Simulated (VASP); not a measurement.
# LiNbO (P-6m2) in VASP: notebook

The runs below take LiNbO through single point, relaxation of cell and atoms, with PBE.

Program: VASP 6.6.1. These are calculated values, not measurements. Logs are shortened: lines on timing, memory, paths and dates and some standing lists are left out, and cuts for length are marked.

### Step 1. The cell of the first run

It takes space group P-6m2 (No. 187, hexagonal). Conventional cell: a = 2.982 Å, b = 2.982 Å, c = 4.251 Å, α = 90.00°, β = 90.00°, γ = 120.00°. Li (site symmetry -6m2) has 3 O at 1.72 Å within 2.3 Å. Within 3.6 Å of Nb (site symmetry -6m2) lie 6 Li at 2.74 Å and 6 O at 2.74 Å and 6 Nb at 2.98 Å. Within 2.3 Å of O (site symmetry -6m2) lie 3 Li at 1.72 Å.

### Step 2. Single point, PBE, collinear spin, zero start

The input, INCAR:

```
PREC = Accurate
ENCUT = 520
EDIFF = 1E-6
ISMEAR = 0
SIGMA = 0.1
LREAL = F
LASPH = T
NELM = 150
ALGO = Normal
ISIF = 2
LWAVE = F
LCHARG = F
ISPIN = 2
MAGMOM = 0 0 0
LORBIT = 11
LMAXMIX = 4
GGA = PE
NBANDS = 22
```

The input, KPOINTS:

```
Automatic mesh
0
Gamma
  6 6 6
```

The input, POSCAR:

```
LiNbO
1.0
    2.9821465081     -0.0000000024      0.0000000000
   -1.4910732520      2.5826146351      0.0000000000
    0.0000000000      0.0000000000      4.2511341218
Li Nb O
1 1 1
Direct
    0.6666666667      0.3333333333      0.5000000000
    0.0000000000      0.0000000000      0.0000000000
    0.3333333333      0.6666666667      0.5000000000
```

Potentials or basis: VASP PAW PBE potentials, release 64 (Li_sv, Nb_sv, O).

The run is started by

```sh
cat potpaw_PBE.64/Li_sv/POTCAR potpaw_PBE.64/Nb_sv/POTCAR potpaw_PBE.64/O/POTCAR > POTCAR
mpirun -np 1 vasp_std > vasp.out
```

OUTCAR:

```text
PREC = Accurate
   ENCUT = 520
   EDIFF = 1E-6
   ISMEAR = 0
   LREAL = F
   LASPH = T
   NELM = 150
   ISIF = 2
   ISPIN = 2
   LORBIT = 11
   GGA = PE

 ion  position               nearest neighbor table
   1  0.667  0.333  0.500-   3 1.72   3 1.72   3 1.72   2 2.74   2 2.74   2 2.74   2 2.74   2 2.74
                             2 2.74
   2  0.000  0.000  0.000-   1 2.74   1 2.74   1 2.74   1 2.74   1 2.74   1 2.74
   3  0.333  0.667  0.500-   1 1.72   1 1.72   1 1.72

  LATTYP: Found a hexagonal cell.
 ALAT       =     2.9821465081
 C/A-ratio  =     1.4255282597

  Lattice vectors:

 A1 = (   2.9821465081,  -0.0000000024,   0.0000000000)
 A2 = (  -1.4910732520,   2.5826146351,   0.0000000000)
 A3 = (   0.0000000000,   0.0000000000,   4.2511341218)

Analysis of symmetry for initial positions (statically):
=====================================================================
 Subroutine PRICEL returns:
 Original cell was already a primitive cell.

 Routine SETGRP: Setting up the symmetry group for a
 hexagonal supercell.

 Subroutine GETGRP returns: Found 12 space group operations
 (whereof 12 operations were pure point group operations)
 out of a pool of 24 trial point group operations.

The static configuration has the point symmetry D_3h.

Analysis of symmetry for dynamics (positions and initial velocities):
=====================================================================
 Subroutine PRICEL returns:
 Original cell was already a primitive cell.

 Routine SETGRP: Setting up the symmetry group for a
 hexagonal supercell.

 Subroutine GETGRP returns: Found 12 space group operations
 (whereof 12 operations were pure point group operations)
 out of a pool of 24 trial point group operations.

The dynamic configuration has the point symmetry D_3h.

Analysis of structural, dynamic, and magnetic symmetry:
=====================================================================
 Subroutine PRICEL returns:
 Original cell was already a primitive cell.

 Routine SETGRP: Setting up the symmetry group for a
 hexagonal supercell.

 Subroutine GETGRP returns: Found 12 space group operations
 (whereof 12 operations were pure point group operations)
 out of a pool of 24 trial point group operations.

The overall configuration has the point symmetry D_3h.

 Subroutine INISYM returns: Found 12 space group operations
 (whereof 12 operations are pure point group operations),
 and found     1 'primitive' translations

[... 117 lines left out ...]
  volume/ion in A,a.u.               =      10.91        73.65
  Fermi-wavevector in a.u.,A,eV,Ry     =   1.433897  2.709672 27.974399  2.056060
  Thomas-Fermi vector in A             =   2.553365
   LORBIT       =     11    0 simple, 1 ext, 2 COOP (PROOUT), +10 PAW based schemes
   GGA     = PE    functional components
   LHFCALC =     F    Hartree Fock is set to
   AEXX    =    0.0000 exact exchange contribution
   IVDW    =     0    specifies the selected vdW correction
   LEPSILON=     F    determine dielectric tensor
   LRPA    =     F    only Hartree local field effects (RPA)
 spin polarized calculation
 Gauss-broadening in eV      SIGMA  =   0.10
  energy-cutoff  :      520.00
  volume of cell :       32.74
 maximum number of plane-waves:       916
 NGX is ok and might be reduce to    24
   NGX = 11   NGY = 11   NGZ = 15

 number of electron      22.0000001 magnetization       0.0000084

 number of electron      22.0000001 magnetization      -0.0000049

 Free energy of the ion-electron system (eV)
  ---------------------------------------------------
  ext. energy  EPLUGINS =         0.00000000
  ---------------------------------------------------
  free energy    TOTEN  =       -18.82229681 eV

  energy without entropy =      -18.81626975  energy(sigma->0) =      -18.81928328

 E-fermi :   8.9945     XC(G=0): -11.7302

 val. band max:        8.9688356824   @ k =   0.0000   0.0000   0.3333
 cond. band min:       9.0194293631   @ k =   0.5000  -0.0000   0.0000
 fundamental gap:      0.0505936807
 Fermi energy:         8.9944698922

 spin component 1

 k-point     1 :       0.0000    0.0000    0.0000
  band No.  band energies     occupation
      1     -46.5129      1.00000
      2     -35.6122      1.00000
      3     -22.8421      1.00000
      4     -21.9548      1.00000
      5     -21.9548      1.00000
      6     -10.0459      1.00000
[... 589 lines left out ...]
     21      25.1462      0.00000
     22      25.9283      0.00000

 [... further k-points ...]

 spin component 2

 k-point     1 :       0.0000    0.0000    0.0000
  band No.  band energies     occupation
      1     -46.5129      1.00000
      2     -35.6122      1.00000
      3     -22.8421      1.00000
      4     -21.9548      1.00000
      5     -21.9548      1.00000
      6     -10.0459      1.00000
[... 589 lines left out ...]
     21      25.1462      0.00000
     22      25.9283      0.00000

 [... further k-points ...]
[... 5 lines left out ...]
  --------------------------------------------------------------------------------------
  -------------------------------------------------------------------------------------
  Total        0.1218819      0.1218819     -0.0133386     -0.0000000      0.0000000      0.0000000
  in kB        5.9642602      5.9642602     -0.6527201     -0.0000000      0.0000000      0.0000000
  external PRESSURE =       3.7586001 kB  Pullay stress =       0.0000000 kB

 VOLUME and BASIS-vectors are now :
 -----------------------------------------------------------------------------
  energy-cutoff  :      520.00
  volume of cell :       32.74
      direct lattice vectors                 reciprocal lattice vectors
     2.982146508 -0.000000002  0.000000000     0.335328931  0.193602248  0.000000000
    -1.491073252  2.582614635  0.000000000     0.000000000  0.387204497  0.000000000
     0.000000000  0.000000000  4.251134122     0.000000000  0.000000000  0.235231346

 POSITION                                       TOTAL-FORCE (eV/Angst)
 -----------------------------------------------------------------------------------
      1.49107      0.86087      2.12557         0.000000     -0.000000      0.000000
      0.00000      0.00000      0.00000         0.000000      0.000000      0.000000
      0.00000      1.72174      2.12557        -0.000000     -0.000000      0.000000
 -----------------------------------------------------------------------------------
    total drift:                               -0.000003      0.000002     -0.000000

  FREE ENERGIE OF THE ION-ELECTRON SYSTEM (eV)
  ---------------------------------------------------
  free  energy   TOTEN  =       -18.8222968129 eV

  energy  without entropy=      -18.8162697518  energy(sigma->0) =      -18.81928328

 total charge

# of ion       s       p       d       tot
------------------------------------------
    1        2.070   0.156   0.000   2.225
    2        2.155   5.948   2.508  10.611
    3        1.581   3.397   0.000   4.978
--------------------------------------------------
tot          5.806   9.501   2.508  17.814

 magnetization (x)

# of ion       s       p       d       tot
------------------------------------------
    1        0.000   0.000   0.000   0.000
    2        0.000  -0.000  -0.000  -0.000
    3       -0.000  -0.000   0.000  -0.000
--------------------------------------------------
tot          0.000   0.000  -0.000   0.000
```

stdout:

```text
POSCAR found type information on POSCAR LiNbO
 POSCAR found :  3 types and       3 ions
 scaLAPACK will be used
 LDA part: xc-table for (Slater+PW92), standard interpolation
 POSCAR, INCAR and KPOINTS ok, starting setup
 FFT: planning ... GRIDC
 FFT: planning ... GRID_SOFT
 FFT: planning ... GRID
 WAVECAR not read
 entering main loop
```

Wall time 55 s (1 thread of AMD EPYC 7R43 (Zen 3), shared host); peak memory 0.14 GiB.

What came out:

- Free energy: -18.8223 eV
- Band gap on the k mesh: zero (filled and empty bands overlap)
- Net moment: 0.00 μB per cell
- Valence electrons inside the program's atomic spheres: Li 2.23; Nb 10.61; O 4.98

Caveat: the k points lie up to 0.41 Å⁻¹ apart; the cutoff is under 1.25 times the usual one of these potentials, so pressure, stress and relaxed cells hold a basis-set (Pulay) error.

### Step 3. Relaxation of cell and atoms, PBE, collinear spin, zero start

This run uses another cell than the first one, of 12.60 Å³/atom, 1.154 times its volume.

The input, INCAR:

```
SYSTEM = LiNbO
PREC = Accurate
ENCUT = 600
EDIFF = 1E-7
ISMEAR = 0
SIGMA = 0.1
LREAL = .FALSE.
LASPH = .TRUE.
NELM = 150
ALGO = Normal
ISIF = 3
LWAVE = .FALSE.
LCHARG = .FALSE.
ISPIN = 2
MAGMOM = 0 0 0
LORBIT = 11
LMAXMIX = 4
GGA = PE
IBRION = 2
NSW = 90
EDIFFG = -0.04
```

The input, KPOINTS:

```
Automatic mesh
0
G
  6 6 6
  0 0 0
```

The input, POSCAR:

```
LiNbO
1.0
    3.5242782900      0.0000000000      0.0000000000
   -1.7621391400      3.0521145300      0.0000000000
    0.0000000000      0.0000000000      3.5139620600
Li Nb O
1 1 1
Direct
    0.6666666700      0.3333333300      0.5000000000
    0.0000000000      0.0000000000      0.0000000000
    0.3333333300      0.6666666700      0.5000000000
```

Potentials or basis: VASP PAW PBE potentials, release 64 (Li_sv, Nb_sv, O).

The run is started by

```sh
cat potpaw_PBE.64/Li_sv/POTCAR potpaw_PBE.64/Nb_sv/POTCAR potpaw_PBE.64/O/POTCAR > POTCAR
mpirun -np 1 vasp_std > vasp.out
```

Wall time 13 min (1 thread of AMD EPYC 7R43 (Zen 3), shared host); peak memory 0.16 GiB.

It converged, with:

| Item | Value |
| --- | --- |
| Free energy | -18.8297 eV |
| Relaxed volume | 10.88 Å³/atom |
| Relaxed cell | a = 2.987 Å, b = 2.987 Å, c = 4.223 Å, α = 90.00°, β = 90.00°, γ = 120.00° |
| Space group after relaxing (to 0.05 Å) | P-6m2 (No. 187) |
| Energy gained by relaxing | 405.9 meV/atom |
| Ionic steps | 16 |
| Pressure after relaxing | 0.1 GPa |
| Band gap on the k mesh | zero (filled and empty bands overlap) |
| Net moment | 0.00 μB per cell |
| Valence electrons inside the program's atomic spheres | Li 2.23; Nb 10.61; O 4.98 |

Stress tensor (GPa, compression positive):
```
0.15 0.00 0.00
0.00 0.15 0.00
0.00 0.00 0.02
```

Step by step:
```csv
step,energy change (eV),largest force (eV/Å),pressure (GPa),volume (Å³)
1,0.0000,0.0000,-13.28,37.80
2,-0.3786,0.0000,-0.42,32.35
3,-0.3954,0.0000,3.59,31.33
4,-0.6737,0.0000,7.04,30.55
5,-0.6226,0.0000,36.39,27.43
6,-0.9681,0.0000,13.83,29.42
7,-0.9617,0.0000,22.11,28.53
8,-0.9906,0.0000,18.66,28.86
9,-1.1051,0.0000,13.95,29.84
10,-1.1320,0.0000,11.01,30.61
11,-1.1949,0.0000,5.46,31.53
12,-1.2166,0.0000,-0.56,32.74
13,-1.2172,0.0000,0.22,32.57
14,-1.2172,0.0000,0.41,32.53
15,-1.2174,0.0000,0.32,32.56
16,-1.2176,0.0000,0.11,32.63
```

Final structure:
```
Li Nb O
1.0
     2.98708    0.00000    0.00000
    -1.49354    2.58689    0.00000
     0.00000    0.00000    4.22322
Li Nb O
1 1 1
Cartesian
  1.4935 0.8623 2.1116
  2.9871 0.0000 0.0000
  0.0000 1.7246 2.1116
```

Levels at points of the mesh, in eV from the Fermi level:
Spin up:
| k point | band 8 | band 9 | band 10 | band 11 | band 12 | band 13 | band 14 | band 15 |
| --- | --- | --- | --- | --- | --- | --- | --- | --- |
| (0.00, 0.00, 0.00) | -4.25 | -3.69 | -3.69 | 0.04 | 0.19 | 0.19 | 2.11 | 2.11 |
| (0.50, 0.00, 0.00) | -5.65 | -4.35 | -3.10 | 0.03 | 1.19 | 1.84 | 3.35 | 4.16 |
| (0.00, 0.00, 0.50) | -3.61 | -3.61 | -2.63 | -0.11 | -0.11 | 2.03 | 2.03 | 3.06 |
| (0.50, 0.00, 0.50) | -5.35 | -4.68 | -2.72 | -1.01 | 0.87 | 2.03 | 4.16 | 4.33 |
Spin down:
```csv
k point,band 9,band 10,band 11,band 12,band 13,band 14
"(0.00, 0.00, 0.00)",-3.69,-3.69,0.04,0.19,0.19,2.11
"(0.50, 0.00, 0.00)",-4.35,-3.10,0.03,1.19,1.84,3.35
"(0.00, 0.00, 0.50)",-3.61,-2.63,-0.11,-0.11,2.03,2.03
"(0.50, 0.00, 0.50)",-4.68,-2.72,-1.01,0.87,2.03,4.16
```

Caveat: the cutoff is under 1.25 times the usual one of these potentials, so pressure, stress and relaxed cells hold a basis-set (Pulay) error.
